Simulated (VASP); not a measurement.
# V (Im-3m) in VASP: further runs, part 2 of 3

VASP 6.6.1. Earlier steps stand in the parts before.

## Step 4: Relaxation of cell and atoms, PBEsol

File INCAR:

```
SYSTEM = V
PREC     = Accurate       ! precision mode
ENCUT    = 600            ! plane-wave cutoff, eV
EDIFF    = 1E-7           ! SCF threshold, eV
ISMEAR   = -1             ! smearing method
SIGMA    = 0.15           ! smearing width, eV
LREAL    = .FALSE.        ! projectors in reciprocal space
LASPH    = .TRUE.         ! aspherical terms in the spheres
NELM     = 100            ! most SCF steps
ALGO     = Fast           ! electronic algorithm
ISIF     = 3              ! what is computed and relaxed
LWAVE    = .FALSE.        ! write WAVECAR
LCHARG   = .FALSE.        ! write CHGCAR
GGA      = PS             ! functional
IBRION   = 2              ! ionic algorithm
NSW      = 80             ! ionic steps
EDIFFG   = -0.001         ! ionic threshold
```

File KPOINTS:

```
Automatic mesh
0
G
  20 20 20
  0 0 0
```

File POSCAR:

```
V
1.0
   -1.4795630795      1.4795630795      1.4795630795
    1.4795630795     -1.4795630795      1.4795630795
    1.4795630795      1.4795630795     -1.4795630795
V
1
Direct
    0.0000000000      0.0000000000      0.0000000000
```

Potentials or basis: VASP PAW PBE potentials, release 64 (V_sv).

On the command line:

```bash
> cat potpaw_PBE.64/V_sv/POTCAR > POTCAR
> mpirun -np 1 vasp_std > vasp.out
```

OUTCAR:

```text
SYSTEM = V
   PREC = Accurate
   ENCUT = 600
   EDIFF = 1E-7
   ISMEAR = -1
   LREAL = .FALSE.
   LASPH = .TRUE.
   NELM = 100
   ISIF = 3
   GGA = PS
   IBRION = 2
   NSW = 80
   EDIFFG = -0.001

 ion  position               nearest neighbor table
   1  0.000  0.000  0.000-

  LATTYP: Found a body centered cubic cell.
 ALAT       =     2.9591261590

  Lattice vectors:

 A1 = (  -1.4795630795,   1.4795630795,   1.4795630795)
 A2 = (   1.4795630795,  -1.4795630795,   1.4795630795)
 A3 = (   1.4795630795,   1.4795630795,  -1.4795630795)

Analysis of symmetry for initial positions (statically):
=====================================================================
 Subroutine PRICEL returns:
 Original cell was already a primitive cell.

 Routine SETGRP: Setting up the symmetry group for a
 body centered cubic supercell.

 Subroutine GETGRP returns: Found 48 space group operations
 (whereof 48 operations were pure point group operations)
 out of a pool of 48 trial point group operations.

The static configuration has the point symmetry O_h .

Analysis of symmetry for dynamics (positions and initial velocities):
=====================================================================
 Subroutine PRICEL returns:
 Original cell was already a primitive cell.

 Routine SETGRP: Setting up the symmetry group for a
 body centered cubic supercell.

 Subroutine GETGRP returns: Found 48 space group operations
 (whereof 48 operations were pure point group operations)
 out of a pool of 48 trial point group operations.

The dynamic configuration has the point symmetry O_h .

 Subroutine INISYM returns: Found 48 space group operations
 (whereof 48 operations are pure point group operations),
 and found     1 'primitive' translations

----------------------------------------------------------------------------------------

                                     Primitive cell

  volume of cell :      12.9557

  direct lattice vectors                    reciprocal lattice vectors
    -1.479563080  1.479563080  1.479563080     0.000000000  0.337937603  0.337937603
     1.479563080 -1.479563080  1.479563080     0.337937603  0.000000000  0.337937603
     1.479563080  1.479563080 -1.479563080     0.337937603  0.337937603  0.000000000

  length of vectors
     2.562678427  2.562678427  2.562678427     0.477915941  0.477915941  0.477915941

  position of ions in fractional coordinates (direct lattice)
     0.000000000  0.000000000  0.000000000

  ion indices of the primitive-cell ions
   primitive index   ion index
                 1           1

----------------------------------------------------------------------------------------

 KPOINTS: Automatic mesh

Automatic generation of k-mesh.
 Grid dimensions read from file:
 generate k-points for:   20   20   20

 Generating k-lattice:

  Cartesian coordinates                     Fractional coordinates (reciprocal lattice)
     0.000000000  0.016896880  0.016896880     0.050000000  0.000000000  0.000000000
     0.016896880  0.000000000  0.016896880     0.000000000  0.050000000  0.000000000
     0.016896880  0.016896880  0.000000000     0.000000000  0.000000000  0.050000000

  Length of vectors
     0.023895797  0.023895797  0.023895797

  Shift w.r.t. Gamma in fractional coordinates (k-lattice)
     0.000000000  0.000000000  0.000000000

 Subroutine IBZKPT returns following result:
 ===========================================

 Found    256 irreducible k-points:

 Following reciprocal coordinates:
            Coordinates               Weight
  0.000000  0.000000  0.000000      1.000000
  0.050000  0.000000  0.000000     12.000000
  0.100000  0.000000  0.000000     12.000000
  0.150000  0.000000  0.000000     12.000000
  0.200000  0.000000  0.000000     12.000000
  0.250000  0.000000  0.000000     12.000000
[... 16 lines left out ...]
  0.200000  0.100000  0.000000     48.000000
  0.250000  0.100000  0.000000     48.000000
 [... further k-points ...]
   k-points           NKPTS =    256   k-points in BZ     NKDIM =    256   number of bands    NBANDS=     10
   number of dos      NEDOS =    301   number of ions     NIONS =      1
   total plane-waves  NPLWV =   8000
   dimension x,y,z NGX =    20 NGY =   20 NGZ =   20
   dimension x,y,z NGXF=    40 NGYF=   40 NGZF=   40
   ions per type =               1
   NGX,Y,Z   is equivalent  to a cutoff of  12.97, 12.97, 12.97 a.u.
   NGXF,Y,Z  is equivalent  to a cutoff of  25.95, 25.95, 25.95 a.u.
 SYSTEM =  V
   PREC   = accura    normal or accurate (medium, high low for compatibility)
   ISTART =      0    job   : 0-new  1-cont  2-samecut
   ICHARG =      2    charge: 1-file 2-atom 10-const
   ISPIN  =      1    spin polarized calculation?
   LNONCOLLINEAR =      F non collinear calculations
   LSORBIT =      F    spin-orbit coupling
   LASPH  =      T    aspherical Exc in radial PAW
   ENCUT  =  600.0 eV  44.10 Ry    6.64 a.u.   5.12  5.12  5.12*2*pi/ulx,y,z
   NELM   =    100;   NELMIN=  2; NELMDL= -5     # of ELM steps
   EDIFF  = 0.1E-06   stopping-criterion for ELM
   LREAL  =      F    real-space projection
   EDIFFG = -.1E-02   stopping-criterion for IOM
   NSW    =     80    number of steps for IOM
   IBRION =      2    ionic relax: 0-MD 1-quasi-New 2-CG
   NFREE  =      1    steps in history (QN), initial steepest desc. (CG)
   ISIF   =      3    stress and relaxation
   ISYM   =      2    0-nonsym 1-usesym 2-fastsym
   POTIM  = 0.5000    time-step for ionic-motion
   TEBEG  =    0.0;   TEEND  =   0.0 temperature during run
   PSTRESS=    0.0 pullay stress
   NELECT =      13.0000    total number of electrons
   NUPDOWN=      -1.0000    fix difference up-down
   EMIN   =  10.00;   EMAX   =-10.00  energy-range for DOS
   EFERMI =   0.00;   METHOD = LEGACY
   ISMEAR =    -1;   SIGMA  =   0.15  broadening in eV -4-tet -1-fermi 0-gaus
   EFERMI_NEDOS =   21; number of points for ismear=-14 and -15
   IALGO  =     68    algorithm
   IMIX   =      4    mixing-type and parameters
     AMIX     =   0.40;   BMIX     =  1.00
     AMIX_MAG =   1.60;   BMIX_MAG =  1.00
  volume/ion in A,a.u.               =      12.96        87.43
  Fermi-wavevector in a.u.,A,eV,Ry     =   1.638963  3.097191 36.547963  2.686200
  Thomas-Fermi vector in A             =   2.729848
   LORBIT       =      0    0 simple, 1 ext, 2 COOP (PROOUT), +10 PAW based schemes
   GGA     = PS    functional components
   LHFCALC =     F    Hartree Fock is set to
   AEXX    =    0.0000 exact exchange contribution
   IVDW    =     0    specifies the selected vdW correction
   LEPSILON=     F    determine dielectric tensor
   LRPA    =     F    only Hartree local field effects (RPA)
 conjugate gradient relaxation of ions
 non-spin polarized calculation
 RMM-DIIS sequential band-by-band and
  energy-cutoff  :      600.00
  volume of cell :       12.96
 maximum number of plane-waves:       456
   NGX = 11   NGY = 11   NGZ = 11

--------------------------------------- Ionic step        1  -------------------------------------------

 number of electron      13.0000002 magnetization

 Free energy of the ion-electron system (eV)
  ---------------------------------------------------
  ext. energy  EPLUGINS =         0.00000000
  ---------------------------------------------------
  free energy    TOTEN  =        -9.69533374 eV

  energy without entropy =       -9.58036734  energy(sigma->0) =       -9.63785054

------------------------ aborting loop because EDIFF is reached ----------------------------------------

  FORCE on cell =-STRESS in cart. coord.  units (eV):
  Direction    XX          YY          ZZ          XY          YZ          ZX
  --------------------------------------------------------------------------------------
  -------------------------------------------------------------------------------------
  Total        0.0747841      0.0747841      0.0747841      0.0000000      0.0000000     -0.0000000
  in kB        9.2482511      9.2482511      9.2482511      0.0000000      0.0000000     -0.0000000
  external PRESSURE =       9.2482511 kB  Pullay stress =       0.0000000 kB
[... 22 lines left out ...]
--------------------------------------- Ionic step        2  -------------------------------------------

 number of electron      12.9999997 magnetization

 E-fermi :   9.9580     XC(G=0): -13.2120

 val. band max:        9.9373204481   @ k =   0.1000   0.1000   0.0000
 cond. band min:       9.9693125011   @ k =   0.1500   0.0000   0.0000
 fundamental gap:      0.0319920530
 Fermi energy:         9.9579942762

 k-point     1 :       0.0000    0.0000    0.0000
  band No.  band energies     occupation
      1     -53.5159      2.00000
      2     -26.8693      2.00000
      3     -26.8693      2.00000
      4     -26.8693      2.00000
      5       3.2576      2.00000
      6      10.3411      0.14434
      7      10.3411      0.14434
      8      10.3411      0.14434
      9      12.4183      0.00000
     10      12.4183      0.00000
[... 438 lines left out ...]
--------------------------------------- Ionic step        6  -------------------------------------------

 number of electron      13.0000000 magnetization

 Free energy of the ion-electron system (eV)
  ---------------------------------------------------
  ext. energy  EPLUGINS =         0.00000000
  ---------------------------------------------------
  free energy    TOTEN  =        -9.69546447 eV

  energy without entropy =       -9.58002681  energy(sigma->0) =       -9.63774564

 E-fermi :  10.0444     XC(G=0): -13.2495

 val. band max:       10.0298479491   @ k =   0.3000   0.0500   0.0500
 cond. band min:      10.0530444566   @ k =   0.1500   0.0000   0.0000
 fundamental gap:      0.0231965075
 Fermi energy:        10.0443678804

 k-point     1 :       0.0000    0.0000    0.0000
  band No.  band energies     occupation
      1     -53.4221      2.00000
      2     -26.7631      2.00000
      3     -26.7631      2.00000
      4     -26.7631      2.00000
      5       3.3303      2.00000
      6      10.4286      0.14334
      7      10.4286      0.14334
      8      10.4286      0.14334
      9      12.5236      0.00000
     10      12.5236      0.00000
[... 327 lines left out ...]
  FREE ENERGIE OF THE ION-ELECTRON SYSTEM (eV)
  ---------------------------------------------------
  free  energy   TOTEN  =        -9.6954644672 eV

  energy  without entropy=       -9.5800268124  energy(sigma->0) =       -9.63774564

 reached required accuracy - stopping structural energy minimisation
```

Run time: 64 s. Hardware: 1 thread of Intel Xeon 6975P-C, shared host; peak memory 0.16 GiB.

What came out:

| Item | Value |
| --- | --- |
| Free energy | -9.6955 eV |
| Relaxed volume | 13.01 Å³/atom |
| Relaxed cell | a = 2.566 Å, b = 2.566 Å, c = 2.566 Å, α = 109.47°, β = 109.47°, γ = 109.47° |
| Space group after relaxing (to 0.05 Å) | Im-3m (No. 229) |
| Energy gained by relaxing | 0.1 meV/atom |
| Ionic steps | 6 |
| Pressure after relaxing | 0.0 GPa |

Step by step:
| step | energy change (eV) | largest force (eV/Å) | pressure (GPa) | volume (Å³) |
| --- | --- | --- | --- | --- |
| 1 | 0.0000 | 0.0000 | 0.92 | 12.96 |
| 2 | 0.0002 | 0.0000 | -1.29 | 13.10 |
| 3 | -0.0001 | 0.0000 | 0.02 | 13.01 |
| 4 | -0.0001 | 0.0000 | -0.02 | 13.01 |
| 5 | -0.0001 | 0.0000 | 0.02 | 13.01 |
| 6 | -0.0001 | 0.0000 | 0.00 | 13.01 |

Final structure:
```xyz
1
Lattice="-1.4816 1.4816 1.4816 1.4816 -1.4816 1.4816 1.4816 1.4816 -1.4816" Properties=species:S:1:pos:R:3 pbc="T T T"
V     0.0000    0.0000    0.0000
```

Caveat: the PAW data sets were made with another functional, which shifts forces and pressure a little. Zero-point motion and thermal expansion aren't in these numbers.

(Part 2 of 3 ends here.)
